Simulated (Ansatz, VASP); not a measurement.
# Two plane-wave programs on InGa2N3

INCAR

```
  PREC = Accurate
  ENCUT = 520
  EDIFF = 1E-6
  ISMEAR = 0
  SIGMA = 0.1
  LREAL = False
  LASPH = True
  NELM = 150
  ALGO = Normal
  ISIF = 2
  LWAVE = False
  LCHARG = False
  ISPIN = 2
  MAGMOM = 0 0 0 1 1 1
  LORBIT = 11
  GGA = PE
  NBANDS = 40
```

File KPOINTS:

```
regular mesh
0
Gamma
  6 6 4
```

Contents of POSCAR:

```
InGa2N3
1.0
    4.9060318900      0.0000000000      0.0000000000
   -2.4530159500      4.2487482500      0.0000000000
    0.0000000000      0.0000000000      5.1362807500
In Ga N
1 2 3
Direct
    0.0000000000      0.0000000000      0.0000000000
    0.3333333300      0.6666666700      0.5000000000
    0.6666666700      0.3333333300      0.5000000000
    0.5000000000      0.0000000000      0.5000000000
    0.0000000000      0.5000000000      0.5000000000
    0.5000000000      0.5000000000      0.5000000000
```

Input for Ansatz:

```yaml
crystal:
  lattice:
    - [4.90603189, 0.0, 0.0]
    - [-2.45301595, 4.24874825, 0.0]
    - [0.0, 0.0, 5.13628075]
  atoms:
    - { symbol: In, position: [0.0, 0.0, 0.0] }
    - { symbol: Ga, position: [0.33333333, 0.66666667, 0.5] }
    - { symbol: Ga, position: [0.66666667, 0.33333333, 0.5] }
    - { symbol: "N", position: [0.5, 0.0, 0.5], spin: 1.0 }
    - { symbol: "N", position: [0.0, 0.5, 0.5], spin: 1.0 }
    - { symbol: "N", position: [0.5, 0.5, 0.5], spin: 1.0 }
basis:
  ecutwfc: 420
kpoints:
  mp_grid: { grid: [6, 6, 4] }
hamiltonian:
  xc: pbe
scf:
  occupations: { method: gaussian, width: 0.1 }
  lower_state_search: "off"
output:
  forces: true
  stress: true
  eigenvalues: true
  populations: true
magnetization:
  spin_polarized: true
```

Alike in both runs: task single point; functional PBE; k mesh 6 × 6 × 4; occupations gaussian, width 0.1 eV; collinear spin.

```csv
,VASP,Ansatz
version,VASP 6.6.1,Ansatz 0.2.0
potentials or method,"VASP PAW PBE potentials, release 64 (In_d, Ga_d, N), cutoff 520 eV","scalar-relativistic, plane waves, PAW"
valence electrons in the cell,54,54
```

|  | VASP | Ansatz | Ansatz less VASP |
| --- | --- | --- | --- |
| gap on the k mesh at the Fermi level (eV) | none | none | - |
| net moment per atom (μB) | 0.05 | 0.05 | -0.005 |
| size of the moment on the site where the two differ most (μB) | 0.06 | 0.02 | -0.040 |

Site moments also hang on the region over which each program counts them. A gap of «none» marks a metal or a gap that the smearing closes. Ansatz's warnings: seeded moment not kept.
